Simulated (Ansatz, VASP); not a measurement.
# One calculation of Rh, two programs

```
Rh
1.0
     0.00000    1.98450    1.79550
     1.98450    0.00000    1.79550
     1.98450    1.98450    0.00000
Rh
1
Direct
  0.00000 0.00000 0.00000
```

Change from the starting cell: strain +0.050 along x and y, -0.050 along z, atoms carried along.

Alike in both runs: task single point; functional PBEsol; k mesh 28 × 28 × 28; occupations gaussian, width 0.15 eV; no spin polarisation.

```csv
,VASP,Ansatz
version,VASP 6.6.1,Ansatz 0.2.0
potentials or method,"VASP PAW PBE potentials, release 64 (Rh_pv), cutoff 520 eV","scalar-relativistic, plane waves, PAW"
valence electrons in the cell,15,17
```

```tsv
	VASP	Ansatz	Ansatz less VASP
gap on the k mesh at the Fermi level (eV)	none	none	-
pressure (GPa)	-10.8	-10.7	+0.06
traceless stress, the component that is largest in VASP (GPa)	13.17	13.20	+0.028
```

VASP's potentials were made for PBE, not for PBEsol. A gap of «none» marks a metal or a gap that the smearing closes. VASP's potentials hold 15 valence electrons a cell and Ansatz's 17, so a difference there can come from the potentials and not from the codes.
